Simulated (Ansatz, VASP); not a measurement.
# One calculation of Be, two programs

```
Be
1.0
     2.14358    0.00000    0.00000
     0.00000    2.14358    0.00000
     0.00000    0.00000    2.14358
Be
1
Cartesian
  0.0000 0.0000 0.0000
```

Change from the starting cell: functional lda, volume scaled by 0.96.

Alike in both runs: task single point; functional LDA; k mesh 15 × 15 × 15; occupations fermi-dirac, width 0.05 eV; no spin polarisation.

```csv
,VASP,Ansatz
version,VASP 6.6.1,Ansatz 0.2.0
potentials or method,"VASP PAW LDA potentials, release 64 (Be), cutoff 600 eV","all-electron LAPW, scalar-relativistic"
```

|  | VASP | Ansatz | Ansatz less VASP |
| --- | --- | --- | --- |
| pressure (GPa) | -0.2 | -0.5 | -0.27 |

LDA's correlation is that of Perdew and Zunger in VASP and of Perdew and Wang (1992) in Ansatz. Ansatz ran all-electron here, and VASP with PAW potentials.
